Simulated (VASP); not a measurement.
## Cu: single point with r2SCAN

Cu:

```
Cu
1.0
     2.52883    0.00000    0.00000
    -1.26442    2.19003    0.00000
     0.00000    0.00000    4.13867
Cu
2
Direct
  0.33333 0.66667 0.25000
  0.66667 0.33333 0.75000
```

This isn't the form of Cu at room conditions, which is fcc.

- Program: VASP 6.6.1
- Task: single point
- Functional: r2SCAN
- Potentials or basis: VASP PAW PBE potentials, release 64 (Cu)
- Cutoff: 520 eV
- k mesh: 14 × 14 × 8
- Occupations: fermi-dirac, width 0.1 eV
- Spin: non-collinear spin, zero start, spin-orbit coupling
- Starting moments: [[0.0, 0.0, 0.0], [0.0, 0.0, 0.0]] μB

The pressure is 0.6 GPa and the net moment is 0.00 μB per cell. The valence electrons inside the program's atomic spheres are Cu 10.08.

Moments on the atoms (μB; x, y, z):
```
Cu  0.00 0.00 0.00
Cu  0.00 0.00 0.00
```

Wall time 14 min on 1 thread of Intel(R) Xeon(R) Platinum 8488C (Sapphire Rapids) (shared host), peak memory 0.3 GiB.

Caveat: the PAW data sets were made with another functional, which shifts forces and pressure a little.
